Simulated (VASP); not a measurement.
A run of VASP 6.6.1 is set up as follows.

INCAR

```
AGGAC = 1.0
AGGAX = 1.0
ALDAC = 0.0
ALDAX = 1.0
ALGO = Normal
EDIFF = 1E-6
ENCUT = 520
GGA = B5
ISIF = 2
ISMEAR = -1
ISPIN = 2
LASPH = True
LCHARG = False
LMAXMIX = 4
LORBIT = 11
LREAL = False
LWAVE = False
MAGMOM = 2.092 -2.092
NBANDS = 24
NELM = 150
PREC = Accurate
SIGMA = 0.05
```

Contents of KPOINTS:

```
k-points
0
Gamma
  12 12 12
```

The input POSCAR:

```
Mn
1.0
    0.0000000000      2.6353205415      2.6353205415
    2.6353205415      0.0000000000      2.6353205415
    2.6353205415      2.6353205415      0.0000000000
Mn
2
Direct
    0.1250000000      0.1250000000      0.1250000000
    0.8750000000      0.8750000000      0.8750000000
```

Potentials or basis: VASP PAW PBE potentials, release 64 (Mn_pv).

The run is started by

```bash
$ cat potpaw_PBE.64/Mn_pv/POTCAR > POTCAR
$ mpirun -np 1 vasp_std > vasp.out
```

What does it give for the band gap on the k mesh?

Zero (filled and empty bands overlap).

Estimate the site moments.

Mn +2.42, -2.42 μB.

Predict the pressure.

-1.6 GPa.

What does it give for the net moment?

0.00 μB per cell.

Caveat: the PAW data sets were made with another functional, which shifts forces and pressure a little.
